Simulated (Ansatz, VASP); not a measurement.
One calculation of Au, two programs

File INCAR:

```
SYSTEM = Au
PREC = Accurate ; ENCUT = 600
EDIFF = 1E-6 ; ISMEAR = 0
SIGMA = 0.1 ; LREAL = .FALSE.
LASPH = .TRUE. ; NELM = 80
ALGO = Fast ; ISIF = 3
LWAVE = .FALSE. ; LCHARG = .FALSE.
GGA = PS ; IBRION = 2
NSW = 100 ; EDIFFG = -0.01
```

Contents of KPOINTS:

```
regular mesh
0
G
  24 24 24
  0 0 0
```

The input POSCAR:

```
Au
1.0
    0.0000000000      2.0439732275      2.0439732275
    2.0439732275      0.0000000000      2.0439732275
    2.0439732275      2.0439732275      0.0000000000
Au
1
Direct
    0.0000000000      0.0000000000      0.0000000000
```

Input for Ansatz:

```yaml
crystal:
  lattice:
    - [0.0, 2.0439732275, 2.0439732275]
    - [2.0439732275, 0.0, 2.0439732275]
    - [2.0439732275, 2.0439732275, 0.0]
  atoms:
    - { symbol: Au, position: [0.0, 0.0, 0.0] }
basis:
  ecutwfc: 420
kpoints:
  mp_grid: { grid: [24, 24, 24] }
hamiltonian:
  xc: pbesol
scf:
  occupations: { method: gaussian, width: 0.1 }
output:
  forces: true
  stress: true
  eigenvalues: true
relax:
  adjacent_minimum: "off"
  f_tol: 0.01
  max_steps: 80
  cell: { stress_tol: 0.05 }
```

Alike in both runs: task relaxation of cell and atoms; functional PBEsol; k mesh 24 × 24 × 24; occupations gaussian, width 0.1 eV; no spin polarisation.

```csv
,VASP,Ansatz
version,VASP 6.6.1,Ansatz 0.2.0
potentials or method,"VASP PAW PBE potentials, release 64 (Au), cutoff 600 eV","scalar-relativistic, plane waves, PAW"
valence electrons in the cell,11,19
```

```csv
,VASP,Ansatz,Ansatz less VASP
"gap on the k mesh at the Fermi level, each at its own relaxed structure (eV)",none,none,-
relaxed volume (Å³/atom),17.00,17.02,+0.021
relaxed cell length with the largest relative difference (Å),2.886,2.887,+0.0012
```

VASP's potentials were made for PBE, not for PBEsol. A gap of «none» marks a metal or a gap that the smearing closes. VASP's potentials hold 11 valence electrons a cell and Ansatz's 19, so a difference there can come from the potentials and not from the codes.

Spin-orbit coupling is off throughout.
